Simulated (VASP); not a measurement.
The system is Sn.

```
CELL_PARAMETERS angstrom
0.00000 3.23334 3.23334
3.23334 0.00000 3.23334
3.23334 3.23334 0.00000
ATOMIC_POSITIONS crystal
Sn 0.75000 0.75000 0.75000
Sn 0.50000 0.50000 0.50000
```

| Quantity | Value |
| --- | --- |
| Program | VASP 6.6.1 |
| Task | relaxation of cell and atoms |
| Functional | BLYP |
| Dispersion | D3(BJ) |
| Potentials or basis | VASP PAW PBE potentials, release 64 (Sn_d) |
| Cutoff | 600 eV |
| k mesh | 7 × 7 × 7 |
| Occupations | fermi-dirac, width 0.05 eV |
| Spin | no spin polarisation |

At the start: pressure 2.5 GPa; volume 33.80 Å³/atom.

How do energy, volume and symmetry change on relaxing?

Over 3 steps the energy falls by 15.2 meV/atom and the volume is 35.86 Å³/atom (+6.1 %); space group Fd-3m (No. 227, to 0.05 Å).

The path:
```
step  energy change (eV)  largest force (eV/Å)  pressure (GPa)  volume (Å³)
   1              0.0000                0.0000            2.53        67.61
   2             -0.0281                0.0000           -0.58        72.97
   3             -0.0304                0.0000            0.00        71.72
```

Final structure:
```
CELL_PARAMETERS angstrom
0.00000 3.29759 3.29759
3.29759 0.00000 3.29759
3.29759 3.29759 0.00000
ATOMIC_POSITIONS crystal
Sn 0.75000 0.75000 0.75000
Sn 0.50000 0.50000 0.50000
```

Caveat: the PAW data sets were made with another functional, which shifts forces and pressure a little; pairwise dispersion overbinds metals, which lowers pressure and volume.
